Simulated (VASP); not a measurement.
The system is SiC.

```
Si C
1.0
    -3.10840    3.61713    2.53317
     3.10840   -3.61713    2.53317
     3.10840    3.61713   -2.53317
Si C
6 6
Direct
  0.34491 0.39600 0.74091
  0.15509 0.89600 0.05110
  0.84491 0.10400 0.94890
  0.65509 0.60400 0.25909
  0.75000 0.25000 0.50000
  0.25000 0.75000 0.50000
  0.34491 0.10400 0.44890
  0.15509 0.60400 0.75909
  0.25000 0.25000 0.00000
  0.75000 0.75000 0.00000
  0.84491 0.39600 0.24091
  0.65509 0.89600 0.55110
```

* Program: VASP 6.6.1
* Task: relaxation of cell and atoms
* Functional: PBE
* Potentials or basis: VASP PAW PBE potentials, release 64 (Si, C)
* Cutoff: 600 eV
* k mesh: 4 × 4 × 4
* Occupations: gaussian, width 0.1 eV
* Spin: no spin polarisation

At the start: pressure 35.4 GPa; volume 9.49 Å³/atom.

Task: Where does the relaxation end?

Result: Over 11 steps the energy falls by 208.7 meV/atom and the volume is 10.93 Å³/atom (+15.1 %); space group Ibam (No. 72, to 0.05 Å).

Step by step:
```
step  energy change (eV)  largest force (eV/Å)  pressure (GPa)  volume (Å³)
   1              0.0000                1.7475           35.36       113.93
   2             -0.6975                1.4979          -21.52       151.76
   3             -2.3049                1.2648           -2.91       132.66
   4             -2.3061                1.2757           -2.35       132.26
   5             -2.4206                0.9831            0.35       131.58
   6             -2.4670                0.2301           -0.69       131.82
   7             -2.4941                0.2299            0.38       130.99
   8             -2.4942                0.2192            0.31       131.04
   9             -2.5030                0.0541            0.05       131.16
  10             -2.5033                0.0561           -0.01       131.19
  11             -2.5039                0.0129           -0.05       131.18
```

Final structure:
```yaml
crystal:
  lattice:
    - [-3.13573, 3.77781, 2.76850]
    - [3.13573, -3.77781, 2.76850]
    - [3.13573, 3.77781, -2.76850]
  atoms:
    - { symbol: Si, position: [0.35366, 0.40562, 0.75928] }
    - { symbol: Si, position: [0.14634, 0.90562, 0.05196] }
    - { symbol: Si, position: [0.85366, 0.09438, 0.94804] }
    - { symbol: Si, position: [0.64634, 0.59438, 0.24072] }
    - { symbol: Si, position: [0.75000, 0.25000, 0.50000] }
    - { symbol: Si, position: [0.25000, 0.75000, 0.50000] }
    - { symbol: C, position: [0.34454, 0.10468, 0.44922] }
    - { symbol: C, position: [0.15546, 0.60468, 0.76014] }
    - { symbol: C, position: [0.25000, 0.25000, 0.00000] }
    - { symbol: C, position: [0.75000, 0.75000, 0.00000] }
    - { symbol: C, position: [0.84454, 0.39532, 0.23986] }
    - { symbol: C, position: [0.65546, 0.89532, 0.55078] }
```

Caveat: the volume moved by over 15 % at a fixed basis, so the end points are rough.
